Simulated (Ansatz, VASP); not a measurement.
**ZrTlF6 in VASP and in Ansatz**

INCAR

```
SYSTEM = ZrTlF6
PREC     = Accurate       ! precision mode
ENCUT    = 520            ! plane-wave cutoff, eV
EDIFF    = 1E-6           ! SCF threshold, eV
ISMEAR   = 0              ! smearing method
SIGMA    = 0.1            ! smearing width, eV
LREAL    = .False.        ! projectors in reciprocal space
LASPH    = .True.         ! aspherical terms in the spheres
NELM     = 100            ! most SCF steps
ALGO     = Normal         ! electronic algorithm
ISIF     = 2              ! what is computed and relaxed
LWAVE    = .False.        ! write WAVECAR
LCHARG   = .False.        ! write CHGCAR
GGA      = PE             ! functional
NBANDS   = 44             ! bands
```

The input KPOINTS:

```
regular mesh
0
Gamma
  8 8 8
  0 0 0
```

The input POSCAR:

```
ZrTlF6
1.0
    0.0000000000      4.4461966974      4.4461966974
    4.4461966974      0.0000000000      4.4461966974
    4.4461966974      4.4461966974      0.0000000000
Zr Tl F
1 1 6
Direct
    0.0000000000      0.0000000000      0.0000000000
    0.5000000000      0.5000000000      0.5000000000
    0.7722941765      0.2277058235      0.2277058235
    0.2277058235      0.7722941765      0.7722941765
    0.2277058235      0.7722941765      0.2277058235
    0.7722941765      0.2277058235      0.7722941765
    0.2277058235      0.2277058235      0.7722941765
    0.7722941765      0.7722941765      0.2277058235
```

Input for Ansatz:

```yaml
crystal:
  lattice:
    - [0.0, 4.4461966974, 4.4461966974]
    - [4.4461966974, 0.0, 4.4461966974]
    - [4.4461966974, 4.4461966974, 0.0]
  atoms:
    - { symbol: Zr, position: [0.0, 0.0, 0.0] }
    - { symbol: Tl, position: [0.5, 0.5, 0.5] }
    - { symbol: F, position: [0.7722941765, 0.2277058235, 0.2277058235] }
    - { symbol: F, position: [0.2277058235, 0.7722941765, 0.7722941765] }
    - { symbol: F, position: [0.2277058235, 0.7722941765, 0.2277058235] }
    - { symbol: F, position: [0.7722941765, 0.2277058235, 0.7722941765] }
    - { symbol: F, position: [0.2277058235, 0.2277058235, 0.7722941765] }
    - { symbol: F, position: [0.7722941765, 0.7722941765, 0.2277058235] }
basis:
  ecutwfc: 420
kpoints:
  mp_grid: { grid: [8, 8, 8] }
  band_path:
    path:
      - [[0.0, 0.0, 0.0], [0.5, 0.0, 0.5], [0.625, 0.25, 0.625]]
      - [[0.375, 0.375, 0.75], [0.0, 0.0, 0.0], [0.5, 0.5, 0.5], [0.5, 0.25, 0.75], [0.5, 0.0, 0.5]]
    npoints: 14
hamiltonian:
  xc: pbe
scf:
  occupations: { method: gaussian, width: 0.1 }
  n_extra_bands: 20
output:
  forces: true
  stress: true
  eigenvalues: true
  populations: true
  dos: { projected: true, de: 0.02, nscf_kmesh: { grid: [10, 10, 10] } }
  bader: true
```

Alike in both runs: task single point; functional PBE; k mesh 8 × 8 × 8; occupations gaussian, width 0.1 eV; no spin polarisation.

|  | VASP | Ansatz |
| --- | --- | --- |
| version | VASP 6.6.1 | Ansatz 0.2.0 |
| potentials or method | VASP PAW PBE potentials, release 64 (Zr_sv, Tl_d, F), cutoff 520 eV | scalar-relativistic, plane waves, PAW |
| valence electrons in the cell | 67 | 67 |

|  | VASP | Ansatz | Ansatz less VASP |
| --- | --- | --- | --- |
| gap on the k mesh at the Fermi level (eV) | none | none | - |
| pressure (GPa) | 0.0 | 0.0 | -0.01 |
| rms of the force components (eV/Å) | 0.033 | 0.000 | -0.0329 |

Atom by atom the forces differ by 0.033 eV/Å (rms over components). A gap of «none» marks a metal or a gap that the smearing closes. With one functional, cell and mesh, what is left measures potentials, basis and numerics.

Neither program's run includes spin-orbit coupling.
